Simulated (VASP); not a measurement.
A run of VASP 6.6.1 is set up as follows.

The input INCAR:

```
SYSTEM = SiO2
PREC = Accurate
ENCUT = 600
EDIFF = 1E-6
ISMEAR = -1
SIGMA = 0.06122561905347299
LREAL = .FALSE.
LASPH = .TRUE.
NELM = 120
ALGO = Normal
ISIF = 2
LWAVE = .FALSE.
LCHARG = .FALSE.
GGA = PE
NBANDS = 15
GGA_COMPAT = .FALSE.
```

KPOINTS

```
Automatic mesh
0
G
  21 21 21
  0 0 0
```

POSCAR

```
SiO2
1.0
    0.0000000000      2.2911237006      2.2911237006
    2.2911237006      0.0000000000      2.2911237006
    2.2911237006      2.2911237006      0.0000000000
Si O
1 2
Direct
    0.0000000000      0.0000000000      0.0000000000
    0.2500000000      0.2500000000      0.2500000000
    0.7500000000      0.7500000000      0.7500000000
```

Potentials or basis: VASP PAW PBE potentials, release 64 (Si, O).

Command:

```console
$ cat potpaw_PBE.64/Si/POTCAR potpaw_PBE.64/O/POTCAR > POTCAR
$ mpirun -np 1 vasp_std > vasp.out
```

(1) Estimate the pressure.

(2) Estimate the band gap on the k mesh.

## Answers

(1) -0.2 GPa.

(2) 1.76 eV (least direct gap 2.06 eV).

Caveat: an odd mesh through Γ misses points on the zone boundary, where band edges can lie.
